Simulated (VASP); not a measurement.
# AlN in VASP: single point with r2SCAN

Aim: the single point of AlN with r2SCAN.

Everything below comes from runs of VASP 6.6.1. Logs are shortened: lines on timing, memory, paths and dates and some standing lists are left out, and cuts for length are marked.

## Step 1: The cell of the first run

The cell holds a slab with vacuum, 8 atoms: a = 3.107 Å, b = 3.107 Å, c = 25.057 Å, α = 90.00°, β = 90.00°, γ = 120.00°.

## Step 2: Single point, r2SCAN

POSCAR

```
AlN
1.0
    3.1066653462      0.0000000000      0.0000000000
   -1.5533326731      2.6904511108      0.0000000000
    0.0000000000      0.0000000000     25.0569797214
N Al
4 4
Direct
    0.3333333333      0.6666666667      0.3392268380
    0.6666666667      0.3333333333      0.4385685163
    0.3333333333      0.6666666667      0.5401004498
    0.6666666667      0.3333333333      0.6382450328
    0.6666666667      0.3333333333      0.3627481269
    0.3333333333      0.6666666667      0.4620898053
    0.6666666667      0.3333333333      0.5593760935
    0.3333333333      0.6666666667      0.6586621051
```

INCAR.step1

```
PREC = Accurate
ENCUT = 520
ISMEAR = 0
SIGMA = 0.05
LREAL = False
LASPH = True
NELM = 80
LDIPOL = True
IDIPOL = 3
DIPOL = 0.5 0.5 0.500
NBANDS = 26
GGA = PE
ALGO = Normal
EDIFF = 1E-4
LWAVE = True
LCHARG = False
```

INCAR.step2

```
PREC = Accurate
ENCUT = 520
EDIFF = 1E-6
ISMEAR = 0
SIGMA = 0.05
LREAL = False
LASPH = True
NELM = 80
ALGO = Normal
ISIF = 2
LWAVE = False
LCHARG = False
LDIPOL = True
IDIPOL = 3
DIPOL = 0.5 0.5 0.500
METAGGA = R2SCAN
LMIXTAU = True
NBANDS = 26
ISTART = 1
```

KPOINTS

```
Automatic mesh
0
Gamma
  9 9 1
```

Potentials or basis: VASP PAW PBE potentials, release 64 (N, Al).

Started as:

```sh
cat potpaw_PBE.64/N/POTCAR potpaw_PBE.64/Al/POTCAR > POTCAR
cp INCAR.step1 INCAR
mpirun -np 1 vasp_std > vasp.out
cp INCAR.step2 INCAR
mpirun -np 1 vasp_std > vasp.out
```

OUTCAR:

```text
PREC = Accurate
   ENCUT = 520
   EDIFF = 1E-6
   ISMEAR = 0
   LREAL = False
   LASPH = True
   NELM = 80
   ISIF = 2
   METAGGA = R2SCAN
   ISTART = 1

 ion  position               nearest neighbor table
   1  0.333  0.667  0.339-   5 1.89   5 1.89   5 1.89
   2  0.667  0.333  0.439-   6 1.89   6 1.89   6 1.89   5 1.90
   3  0.333  0.667  0.540-   7 1.86   7 1.86   7 1.86   6 1.95
   4  0.667  0.333  0.638-   8 1.87   8 1.87   8 1.87   7 1.98
   5  0.667  0.333  0.363-   1 1.89   1 1.89   1 1.89   2 1.90   6 3.07   6 3.07   6 3.07
   6  0.333  0.667  0.462-   2 1.89   2 1.89   2 1.89   3 1.95   7 3.03   7 3.03   7 3.03   5 3.07
                             5 3.07   5 3.07
   7  0.667  0.333  0.559-   3 1.86   3 1.86   3 1.86   4 1.98   6 3.03   6 3.03   6 3.03   8 3.07
                             8 3.07   8 3.07
   8  0.333  0.667  0.659-   4 1.87   4 1.87   4 1.87   7 3.07   7 3.07   7 3.07

  LATTYP: Found a hexagonal cell.
 ALAT       =     3.1066653462
 C/A-ratio  =     8.0655548407

  Lattice vectors:

 A1 = (   3.1066653462,   0.0000000000,   0.0000000000)
 A2 = (  -1.5533326731,   2.6904511108,   0.0000000000)
 A3 = (   0.0000000000,   0.0000000000,  25.0569797214)

Analysis of symmetry for initial positions (statically):
=====================================================================
 Subroutine PRICEL returns:
 Original cell was already a primitive cell.

 Routine SETGRP: Setting up the symmetry group for a
 hexagonal supercell.

 Subroutine GETGRP returns: Found  6 space group operations
 (whereof  6 operations were pure point group operations)
 out of a pool of 24 trial point group operations.

The static configuration has the point symmetry C_3v.

Analysis of symmetry for dynamics (positions and initial velocities):
=====================================================================
 Subroutine PRICEL returns:
 Original cell was already a primitive cell.

 Routine SETGRP: Setting up the symmetry group for a
 hexagonal supercell.

 Subroutine GETGRP returns: Found  6 space group operations
 (whereof  6 operations were pure point group operations)
 out of a pool of 24 trial point group operations.

The dynamic configuration has the point symmetry C_3v.

 Subroutine INISYM returns: Found  6 space group operations
 (whereof  6 operations are pure point group operations),
 and found     1 'primitive' translations

[... 105 lines left out ...]
   NUPDOWN=      -1.0000    fix difference up-down
   EMIN   =  10.00;   EMAX   =-10.00  energy-range for DOS
   EFERMI =   0.00;   METHOD = LEGACY
   ISMEAR =     0;   SIGMA  =   0.05  broadening in eV -4-tet -1-fermi 0-gaus
   EFERMI_NEDOS =   21; number of points for ismear=-14 and -15
   IALGO  =     38    algorithm
   IMIX   =      4    mixing-type and parameters
     AMIX     =   0.40;   BMIX     =  1.00
     AMIX_MAG =   1.60;   BMIX_MAG =  1.00
  volume/ion in A,a.u.               =      26.18       176.67
  Fermi-wavevector in a.u.,A,eV,Ry     =   0.875203  1.653894 10.421791  0.765980
  Thomas-Fermi vector in A             =   1.994841
   LORBIT       =      0    0 simple, 1 ext, 2 COOP (PROOUT), +10 PAW based schemes
   METAGGA = R2SCAN    functional components
   LHFCALC =     F    Hartree Fock is set to
   AEXX    =    0.0000 exact exchange contribution
   IVDW    =     0    specifies the selected vdW correction
   LEPSILON=     F    determine dielectric tensor
   LRPA    =     F    only Hartree local field effects (RPA)
 non-spin polarized calculation
 Gauss-broadening in eV      SIGMA  =   0.05
  energy-cutoff  :      520.00
  volume of cell :      209.43
 maximum number of plane-waves:      5665
 NGX is ok and might be reduce to    24
   NGX = 11   NGY = 11   NGZ = 93

 number of electron      31.9999996 magnetization

 dipolmoment           0.000000      0.000000     -0.176777 electrons x Angstroem

 Free energy of the ion-electron system (eV)
  ---------------------------------------------------
  ext. energy  EPLUGINS =         0.00000000
  ---------------------------------------------------
  free energy    TOTEN  =       -72.58863784 eV

  energy without entropy =      -72.57961076  energy(sigma->0) =      -72.58412430

 E-fermi :  -0.3986     XC(G=0):  -5.2506

 val. band max:       -0.4067785455   @ k =   0.1111  -0.0000   0.0000
 cond. band min:      -0.3693252329   @ k =   0.2222   0.1111   0.0000
 fundamental gap:      0.0374533126
 Fermi energy:        -0.3986059183

 k-point     1 :       0.0000    0.0000    0.0000
  band No.  band energies     occupation
      1     -19.4344      2.00000
      2     -18.3313      2.00000
      3     -16.9762      2.00000
      4     -14.4105      2.00000
      5      -8.9169      2.00000
      6      -6.8385      2.00000
[... 337 lines left out ...]
     25       8.3981      0.00000
     26       9.3067      0.00000

------------------------ aborting loop because EDIFF is reached ----------------------------------------

 vacuum level on the upper side and lower side of the slab       (xc-potential included)        -1.916         1.801

  FORCE on cell =-STRESS in cart. coord.  units (eV):
  Direction    XX          YY          ZZ          XY          YZ          ZX
  --------------------------------------------------------------------------------------
  -------------------------------------------------------------------------------------
  Total       -0.3347312     -0.3347312     -1.0770710      0.0000000      0.0000000      0.0000000
  in kB       -2.5606984     -2.5606984     -8.2396095      0.0000000      0.0000000      0.0000000
  external PRESSURE =      -4.4536687 kB  Pullay stress =       0.0000000 kB

 VOLUME and BASIS-vectors are now :
 -----------------------------------------------------------------------------
  energy-cutoff  :      520.00
  volume of cell :      209.43
      direct lattice vectors                 reciprocal lattice vectors
     3.106665346  0.000000000  0.000000000     0.321888549  0.185842440  0.000000000
    -1.553332673  2.690451111  0.000000000     0.000000000  0.371684881  0.000000000
     0.000000000  0.000000000 25.056979721     0.000000000  0.000000000  0.039909040

 POSITION                                       TOTAL-FORCE (eV/Angst)
 -----------------------------------------------------------------------------------
     -0.00000      1.79363      8.50000         0.000000      0.000000      2.367080
      1.55333      0.89682     10.98920         0.000000      0.000000      2.116384
     -0.00000      1.79363     13.53329         0.000000      0.000000     -0.037751
      1.55333      0.89682     15.99249         0.000000     -0.000000     -0.006067
      1.55333      0.89682      9.08937         0.000000      0.000000     -3.014093
     -0.00000      1.79363     11.57857         0.000000      0.000000     -1.471105
      1.55333      0.89682     14.01628        -0.000000     -0.000000      0.029611
     -0.00000      1.79363     16.50408        -0.000000      0.000000      0.015941
 -----------------------------------------------------------------------------------
    total drift:                               -0.000001      0.000001     -0.008040

  FREE ENERGIE OF THE ION-ELECTRON SYSTEM (eV)
  ---------------------------------------------------
  free  energy   TOTEN  =       -72.5886378417 eV

  energy  without entropy=      -72.5796107575  energy(sigma->0) =      -72.58412430

 vacuum level on the upper side and lower side of the slab         3.732         7.552
```

OSZICAR.step1:

```text
N       E                     dE             d eps       ncg     rms          rms(c)
DAV:   1     0.209553682753E+03    0.20955E+03   -0.12583E+04   632   0.979E+02
DAV:   2    -0.349443486980E+02   -0.24450E+03   -0.22830E+03   898   0.224E+02
DAV:   3    -0.673848782529E+02   -0.32441E+02   -0.32031E+02   856   0.872E+01
[... 20 lines left out ...]
DAV:  24    -0.556925617981E+02    0.91913E-03   -0.33695E-04   704   0.315E-01    0.294E-01
DAV:  25    -0.556938751445E+02   -0.13133E-02   -0.18358E-04   608   0.910E-02    0.316E-01
DAV:  26    -0.556915210696E+02    0.23541E-02   -0.23181E-04   712   0.143E-01    0.206E-01
DAV:  27    -0.556909388450E+02    0.58222E-03   -0.24068E-04   742   0.125E-01    0.774E-02
DAV:  28    -0.556910096546E+02   -0.70810E-04   -0.70497E-05   516   0.533E-02
   1 F= -.55691010E+02 E0= -.55686782E+02  d E =-.845537E-02
```

Wall time 5.2 min (1 thread of Intel Xeon 6975P-C (Granite Rapids), shared host); peak memory 0.37 GiB.

Results:

* Free energy: -72.5886 eV
* Largest force: 3.014 eV/Å
* Band gap on the k mesh: zero (band 16 reaches -0.25 eV, above the bottom of band 17 at -0.65 eV)

Forces on the atoms (eV/Å):
```
N    0.000  0.000  2.367
N    0.000  0.000  2.116
N    0.000  0.000 -0.038
N    0.000  0.000 -0.006
Al   0.000  0.000 -3.014
Al   0.000  0.000 -1.471
Al   0.000  0.000  0.030
Al   0.000  0.000  0.016
```

Caveat: the PAW data sets were made with another functional, which shifts forces and pressure a little.
